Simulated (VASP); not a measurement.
A run of VASP 6.6.1:

The input INCAR:

```
PREC = Accurate
ENCUT = 520
EDIFF = 1E-7
ISMEAR = -1
SIGMA = 0.05
LREAL = F
LASPH = T
NELM = 80
ALGO = Normal
ISIF = 2
LWAVE = F
LCHARG = T
GGA = PE
LELF = T
LVHAR = T
NBANDS = 46
```

Contents of KPOINTS:

```
regular mesh
0
Gamma
  7 7 7
```

The input POSCAR:

```
GaCuSe2
1.0
   -2.8361632814      2.8361632814      5.6310277179
    2.8361632814     -2.8361632814      5.6310277179
    2.8361632814      2.8361632814     -5.6310277179
Se Ga Cu
4 2 2
Direct
    0.1187901481      0.6250000000     -0.0062098519
    0.8750000000      0.8812098519      0.5062098519
    0.6312098519      0.1250000000      1.0062098519
    0.3750000000      0.3687901481      0.4937901481
    0.2500000000      0.7500000000      0.5000000000
    0.5000000000      0.5000000000      0.0000000000
    0.7500000000      0.2500000000      0.5000000000
    0.0000000000      0.0000000000      0.0000000000
```

Potentials or basis: VASP PAW PBE potentials, release 64 (Se, Ga_d, Cu).

The run is started by

```bash
$ cat potpaw_PBE.64/Se/POTCAR potpaw_PBE.64/Ga_d/POTCAR potpaw_PBE.64/Cu/POTCAR > POTCAR
$ mpirun -np 1 vasp_std > vasp.out
```

Hardware: 1 thread of Intel(R) Xeon(R) Platinum 8259CL CPU @ 2.50GHz (Skylake/Cascade Lake), on a shared host.

Question: Estimate the wall time of this run.

Answer: Wall time 14 min on 1 thread of Intel(R) Xeon(R) Platinum 8259CL CPU @ 2.50GHz (Skylake/Cascade Lake), on a shared host, peak memory 0.58 GiB. Counts: scf iterations 17, k points 40.
